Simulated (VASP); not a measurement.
Zn: single point with r2SCAN+D3(BJ)

The system is Zn.

```
Zn
1.0
     2.30435    0.00000    0.00000
     0.00000    2.30435    0.00000
     0.00000    0.00000    2.30435
Zn
1
Cartesian
  0.0000 0.0000 0.0000
```

This isn't the form of Zn at room conditions, which is hcp.

```yaml
Program: VASP 6.6.1
Task: single point
Functional: r2SCAN
Dispersion: D3(BJ)
Potentials_or_basis: VASP PAW PBE potentials, release 64 (Zn)
Cutoff: 520 eV
k_mesh: 18 × 18 × 18
Occupations: fermi-dirac, width 0.1 eV
Spin: no spin polarisation
```

* Pressure: 44.4 GPa
* Band gap on the k mesh: zero (bands 6 and 7 overlap by 10.26 eV)
* Dispersion energy per atom: -0.237 eV

Levels at points of the mesh, in eV from the Fermi level:
```
           k point  band 3  band 4  band 5  band 6  band 7  band 8  band 9  band 10
(0.00, 0.00, 0.00)  -10.07   -7.72   -7.72   -7.72   16.56   16.56   16.56    19.55
(0.50, 0.00, 0.00)   -8.42   -8.42   -7.66   -5.01   -2.66   23.71   23.71    23.79
(0.50, 0.50, 0.00)   -8.29   -8.29   -7.19    1.18    1.18    5.64    7.24    30.39
(0.50, 0.50, 0.50)   -9.65   -7.15   -7.15    7.60    7.60    7.60   12.68    13.20
```

Wall time 82 s on 1 thread of Intel Xeon 8259CL, with other jobs on the host, peak memory 0.15 GiB.

Caveat: three body term missing; the cell stands under pressure; the PAW data sets were made with another functional, which shifts forces and pressure a little.
